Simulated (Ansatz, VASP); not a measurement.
# PN in VASP and in Ansatz

```
P N
1.0
     2.28201    0.00000    0.00000
     0.00000    2.92740    0.00000
     0.00000    0.00000    3.37135
P N
1 1
Direct
  0.00000 0.00000 0.50000
  0.00000 0.00000 0.00000
```

Alike in both runs: functional PBE; dispersion D3(BJ); k mesh 12 × 12 × 6; occupations gaussian, width 0.1 eV; no spin polarisation.

Ansatz relaxed the structure, and its values are those at the end. VASP's run is a single point on that final structure, the one shown.

|  | VASP | Ansatz |
| --- | --- | --- |
| version | VASP 6.6.1 | Ansatz 0.2.0 |
| potentials or method | VASP PAW PBE potentials, release 64 (P, N), cutoff 520 eV | scalar-relativistic, plane waves, PAW |
| valence electrons in the cell | 10 | 10 |

|  | VASP | Ansatz | Ansatz less VASP |
| --- | --- | --- | --- |
| gap on the k mesh at the Fermi level (eV) | none | none | - |
| pressure (GPa) | -0.7 | 0.0 | +0.74 |

A gap of «none» marks a metal or a gap that the smearing closes.
